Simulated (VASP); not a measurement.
# MoS2 in VASP: settings compared, part 2 of 2

VASP 6.6.1.

**5. Single point, PBE**

This run uses another cell than the first one, of 17.86 Å³/atom.

Contents of INCAR:

```
PREC = Accurate
ENCUT = 520
EDIFF = 1E-6
ISMEAR = -1
SIGMA = 0.1
LREAL = F
LASPH = T
NELM = 60
ALGO = Normal
ISIF = 2
LWAVE = F
LCHARG = T
GGA = PE
LELF = T
LVHAR = T
NBANDS = 35
```

Contents of KPOINTS:

```
Automatic mesh
0
Gamma
  8 8 2
```

Contents of POSCAR:

```
MoS2
1.0
    3.1690000000      0.0000000000      0.0000000000
   -1.5845000000      2.7444345046      0.0000000000
    0.0000000000      0.0000000000     12.3240000000
Mo S
2 4
Direct
    0.6666666667      0.3333333333      0.7500000000
    0.3333333333      0.6666666667      0.2500000000
    0.6666666667      0.3333333333      0.3770000000
    0.3333333333      0.6666666667      0.8770000000
    0.6666666667      0.3333333333      0.1230000000
    0.3333333333      0.6666666667      0.6230000000
```

The run is started by

```
> cat potpaw_PBE.64/Mo_sv/POTCAR potpaw_PBE.64/S/POTCAR > POTCAR
> mpirun -np 1 vasp_std > vasp.out
```

Wall time 2.3 min (1 thread of Intel Xeon 8259CL, shared host); peak memory 0.25 GiB.

It converged, with:

| Property | Result |
| --- | --- |
| Free energy | -43.6137 eV |
| Pressure | 1.9 GPa |
| Largest force | 0.078 eV/Å |
| Band gap on the k mesh | 0.99 eV (least direct gap 1.94 eV) |

Forces on the atoms (eV/Å):
```
Mo   0.000  0.000  0.000
Mo   0.000  0.000  0.000
S    0.000  0.000 -0.078
S    0.000  0.000 -0.078
S    0.000  0.000  0.078
S    0.000  0.000  0.078
```

Stress tensor (GPa, compression positive):
```
1.73 0.00 0.00
0.00 1.73 0.00
0.00 0.00 2.09
```

Levels at points of the mesh, in eV from the valence-band top:
| k point | band 24 | band 25 | band 26 | band 27 | band 28 | band 29 |
| --- | --- | --- | --- | --- | --- | --- |
| (0.00, 0.00, 0.00) | -1.18 | -1.14 | 0.00 | 2.11 | 2.11 | 2.14 |
| (0.50, 0.00, 0.00) | -1.52 | -1.39 | -1.27 | 1.61 | 1.66 | 2.01 |
| (0.00, 0.00, 0.50) | -2.14 | -0.26 | -0.26 | 2.11 | 2.11 | 2.11 |
| (0.50, 0.00, 0.50) | -1.62 | -1.32 | -1.32 | 1.64 | 1.64 | 2.15 |

Caveat: this functional lacks dispersion, which binds layers or chains, so the pressure and a relaxed spacing across them are unreliable.

**6. Single point, PBEsol**

This run uses another cell than the first one, of 17.86 Å³/atom.

Contents of INCAR:

```
ALGO = Normal ; EDIFF = 1E-6
ENCUT = 520 ; GGA = PS
ISIF = 2 ; ISMEAR = 0
LASPH = T ; LCHARG = F
LREAL = F ; LWAVE = F
NBANDS = 35 ; NELM = 80
PREC = Accurate ; SIGMA = 0.1
```

Contents of KPOINTS:

```
k-points
0
Gamma
  7 7 2
```

Contents of POSCAR:

```
MoS2
1.0
    3.1690000000      0.0000000000      0.0000000000
   -1.5845000000      2.7444345046      0.0000000000
    0.0000000000      0.0000000000     12.3240000000
Mo S
2 4
Direct
    0.6827430000      0.3398180000      0.7520050000
    0.3392490000      0.6523370000      0.2513720000
    0.6668130000      0.3413290000      0.3788180000
    0.3283820000      0.6473120000      0.8791640000
    0.6719700000      0.3412700000      0.1236710000
    0.3459790000      0.6701320000      0.6228060000
```

Potentials or basis: VASP PAW PBE potentials, release 64 (Mo_sv, S).

The run is started by

```
> cat potpaw_PBE.64/Mo_sv/POTCAR potpaw_PBE.64/S/POTCAR > POTCAR
> mpirun -np 1 vasp_std > vasp.out
```

OUTCAR:

```text
EDIFF = 1E-6
   ENCUT = 520
   GGA = PS
   ISIF = 2
   ISMEAR = 0
   LASPH = T
   LREAL = F
   NELM = 80
   PREC = Accurate

 ion  position               nearest neighbor table
   1  0.683  0.340  0.752-   4 2.37   4 2.40   6 2.42   6 2.43   6 2.43   4 2.46
   2  0.339  0.652  0.251-   3 2.35   5 2.37   5 2.42   3 2.42   3 2.46   5 2.46
   3  0.667  0.341  0.379-   2 2.35   2 2.42   2 2.46
   4  0.328  0.647  0.879-   1 2.37   1 2.40   1 2.46
   5  0.672  0.341  0.124-   2 2.37   2 2.42   2 2.46
   6  0.346  0.670  0.623-   1 2.42   1 2.43   1 2.43

  LATTYP: Found a hexagonal cell.
 ALAT       =     3.1690000000
 C/A-ratio  =     3.8889239508

  Lattice vectors:

 A1 = (   3.1690000000,   0.0000000000,   0.0000000000)
 A2 = (  -1.5845000000,   2.7444345046,   0.0000000000)
 A3 = (   0.0000000000,   0.0000000000,  12.3240000000)

Analysis of symmetry for initial positions (statically):
=====================================================================
 Subroutine PRICEL returns:
 Original cell was already a primitive cell.

 Routine SETGRP: Setting up the symmetry group for a
 hexagonal supercell.

 Subroutine GETGRP returns: Found  1 space group operations
 (whereof  1 operations were pure point group operations)
 out of a pool of 24 trial point group operations.

The static configuration has the point symmetry C_1 .

Analysis of symmetry for dynamics (positions and initial velocities):
=====================================================================
 Subroutine PRICEL returns:
 Original cell was already a primitive cell.

 Routine SETGRP: Setting up the symmetry group for a
 hexagonal supercell.

 Subroutine GETGRP returns: Found  1 space group operations
 (whereof  1 operations were pure point group operations)
 out of a pool of 24 trial point group operations.

The dynamic configuration has the point symmetry C_1 .
[... 126 lines left out ...]
     AMIX     =   0.40;   BMIX     =  1.00
     AMIX_MAG =   1.60;   BMIX_MAG =  1.00
  volume/ion in A,a.u.               =      17.86       120.55
  Fermi-wavevector in a.u.,A,eV,Ry     =   1.286373  2.430893 22.514325  1.654756
  Thomas-Fermi vector in A             =   2.418452
   LORBIT       =      0    0 simple, 1 ext, 2 COOP (PROOUT), +10 PAW based schemes
   GGA     = PS    functional components
   LHFCALC =     F    Hartree Fock is set to
   AEXX    =    0.0000 exact exchange contribution
   IVDW    =     0    specifies the selected vdW correction
   LEPSILON=     F    determine dielectric tensor
   LRPA    =     F    only Hartree local field effects (RPA)
 non-spin polarized calculation
 Gauss-broadening in eV      SIGMA  =   0.10
  energy-cutoff  :      520.00
  volume of cell :      107.18
 maximum number of plane-waves:      2904
   NGX = 11   NGY = 11   NGZ = 45

 number of electron      52.0000003 magnetization

 Free energy of the ion-electron system (eV)
  ---------------------------------------------------
  ext. energy  EPLUGINS =         0.00000000
  ---------------------------------------------------
  free energy    TOTEN  =       -46.77562004 eV

  energy without entropy =      -46.77562004  energy(sigma->0) =      -46.77562004

 E-fermi :   7.8078     XC(G=0): -11.0080

 val. band max:        7.3809178323   @ k =   0.0000   0.0000   0.0000
 cond. band min:       8.2955205608   @ k =   0.1429   0.1429   0.0000
 fundamental gap:      0.9146027285
 Fermi energy:         7.8077738573

 k-point     1 :       0.0000    0.0000    0.0000
  band No.  band energies     occupation
      1     -54.0044      2.00000
      2     -54.0041      2.00000
      3     -28.1935      2.00000
      4     -28.1880      2.00000
      5     -27.9679      2.00000
      6     -27.9607      2.00000
[... 901 lines left out ...]
     34      11.7442      0.00000
     35      13.4743      0.00000

 [... further k-points ...]

------------------------ aborting loop because EDIFF is reached ----------------------------------------

  FORCE on cell =-STRESS in cart. coord.  units (eV):
  Direction    XX          YY          ZZ          XY          YZ          ZX
  --------------------------------------------------------------------------------------
  -------------------------------------------------------------------------------------
  Total       -1.8974609     -3.0663463     -2.5157539     -0.1626809      0.7852584      0.5568962
  in kB      -28.3632910    -45.8358183    -37.6055499     -2.4317584     11.7380618      8.3244983
  external PRESSURE =     -37.2682198 kB  Pullay stress =       0.0000000 kB

 VOLUME and BASIS-vectors are now :
 -----------------------------------------------------------------------------
  energy-cutoff  :      520.00
  volume of cell :      107.18
      direct lattice vectors                 reciprocal lattice vectors
     3.169000000  0.000000000  0.000000000     0.315556958  0.182186895  0.000000000
    -1.584500000  2.744434505  0.000000000     0.000000000  0.364373789  0.000000000
     0.000000000  0.000000000 12.324000000     0.000000000  0.000000000  0.081142486

 POSITION                                       TOTAL-FORCE (eV/Angst)
 -----------------------------------------------------------------------------------
      1.62517      0.93261      9.26771        -0.324041     -0.749829     -0.412272
      0.04145      1.79030      3.09791        -0.895765      1.173701     -0.061518
      1.57229      0.93676      4.66855         0.532343     -0.592385     -0.345452
      0.01498      1.77651     10.83482         0.262718      0.643120     -0.334709
      1.58873      0.93659      1.52412         0.367557     -0.581146      0.406937
      0.03458      1.83913      7.67546         0.057189      0.106541      0.747015
 -----------------------------------------------------------------------------------
    total drift:                               -0.000064      0.000133      0.000174

  FREE ENERGIE OF THE ION-ELECTRON SYSTEM (eV)
  ---------------------------------------------------
  free  energy   TOTEN  =       -46.7756200386 eV

  energy  without entropy=      -46.7756200386  energy(sigma->0) =      -46.77562004
```

OSZICAR:

```text
N       E                     dE             d eps       ncg     rms          rms(c)
DAV:   1     0.433692751934E+03    0.43369E+03   -0.29201E+04  3852   0.141E+03
DAV:   2    -0.265634643697E+02   -0.46026E+03   -0.44485E+03  4197   0.365E+02
DAV:   3    -0.492953271519E+02   -0.22732E+02   -0.22297E+02  4261   0.738E+01
DAV:   4    -0.497637284727E+02   -0.46840E+00   -0.46694E+00  4185   0.107E+01
DAV:   5    -0.497719644121E+02   -0.82359E-02   -0.82346E-02  4150   0.144E+00    0.346E+01
DAV:   6    -0.476024823163E+02    0.21695E+01   -0.12238E+01  3770   0.224E+01    0.121E+01
DAV:   7    -0.471893984976E+02    0.41308E+00   -0.59883E+00  3650   0.148E+01    0.805E+00
DAV:   8    -0.467765089634E+02    0.41289E+00   -0.92148E-01  3686   0.642E+00    0.296E+00
DAV:   9    -0.467849414202E+02   -0.84325E-02   -0.11798E-01  4108   0.169E+00    0.131E+00
DAV:  10    -0.467757520806E+02    0.91893E-02   -0.35792E-02  3865   0.128E+00    0.390E-01
DAV:  11    -0.467757930560E+02   -0.40975E-04   -0.21105E-03  3820   0.246E-01    0.214E-01
DAV:  12    -0.467756347294E+02    0.15833E-03   -0.36139E-04  3900   0.108E-01    0.985E-02
DAV:  13    -0.467756170707E+02    0.17659E-04   -0.85825E-05  4029   0.469E-02    0.400E-02
DAV:  14    -0.467756194423E+02   -0.23716E-05   -0.17384E-05  3988   0.215E-02    0.165E-02
DAV:  15    -0.467756200386E+02   -0.59631E-06   -0.12857E-06  2434   0.708E-03
   1 F= -.46775620E+02 E0= -.46775620E+02  d E =-.708974E-11
```

Run time: 4.7 min. Hardware: 1 thread of Intel Xeon 8259CL, shared host; peak memory 0.31 GiB.

What came out:

| Item | Value |
| --- | --- |
| Free energy | -46.7756 eV |
| Pressure | -3.7 GPa |
| Largest force | 1.478 eV/Å |
| Band gap on the k mesh | 0.91 eV (least direct gap 1.76 eV) |

Forces in eV/Å, atoms in the order of the input:
```
Mo  -0.324 -0.750 -0.412
Mo  -0.896  1.174 -0.062
S    0.532 -0.592 -0.345
S    0.263  0.643 -0.335
S    0.368 -0.581  0.407
S    0.057  0.107  0.747
```

Caveat: the cell stands under tension; the PAW data sets were made with another functional, which shifts forces and pressure a little.

**7. Summary**

```tsv
level	cell	k mesh	smearing	gap on the mesh (eV)	pressure (GPa)	largest force (eV/Å)
PBEsol+D3(BJ)	a = 3.109, b = 3.109, c = 11.708 Å, angles 90.0, 90.0, 120.0°, 6 atoms, atomic positions A	10 × 10 × 3	fermi-dirac 0.05 eV	0.59	0.0	-
PBEsol+D4	a = 3.123, b = 3.123, c = 11.926 Å, angles 90.0, 90.0, 120.0°, 6 atoms, atomic positions B	10 × 10 × 3	fermi-dirac 0.05 eV	0.72	0.0	-
PBE	a = 3.169, b = 3.169, c = 12.324 Å, angles 90.0, 90.0, 120.0°, 6 atoms, atomic positions C	8 × 8 × 2	fermi-dirac 0.1 eV	0.99	1.9	0.08
PBEsol	a = 3.169, b = 3.169, c = 12.324 Å, angles 90.0, 90.0, 120.0°, 6 atoms, atomic positions D	7 × 7 × 2	gaussian 0.1 eV	0.91	-3.7	1.48
```

Alike in all rows: task single point; potentials or basis VASP PAW PBE potentials, release 64 (Mo_sv, S); no spin polarisation; cutoff (eV) 520.

Caveats: the PAW data sets were made with another functional, which shifts forces and pressure a little (at least some runs); semilocal functionals underestimate gaps, and a narrow one can read as zero (at least some runs); this functional lacks dispersion, which binds layers or chains, so the pressure and a relaxed spacing across them are unreliable (at least some runs); the cell stands under tension (at least some runs).

Absolute energies hang on the potentials; compare differences alone.

**8. Against experiment**

Step 2. Against the measured gap of MoS2, 1.3 eV (indirect; 300 K; “Multiwavelength excitation Raman Scattering Analysis of bulk and 2 dimensional MoS2: Vibrational properties of atomically thin MoS2 layers”, 2015, arxiv:1506.03228), the calculated 0.59 eV is off by -0.71 eV. Spin-orbit coupling on Mo is left out. The value is that of PBEsol+D3(BJ) on a finite k mesh, which can miss the band edges, without temperature or zero-point motion. Semilocal functionals fall short of measured gaps as a rule.

Step 3. Against the measured gap of MoS2, 1.3 eV (indirect; 300 K; “Multiwavelength excitation Raman Scattering Analysis of bulk and 2 dimensional MoS2: Vibrational properties of atomically thin MoS2 layers”, 2015, arxiv:1506.03228), the calculated 0.72 eV is off by -0.58 eV. Spin-orbit coupling on Mo is left out. The value is that of PBEsol+D4 on a finite k mesh, which can miss the band edges, without temperature or zero-point motion. Semilocal functionals fall short of measured gaps as a rule.
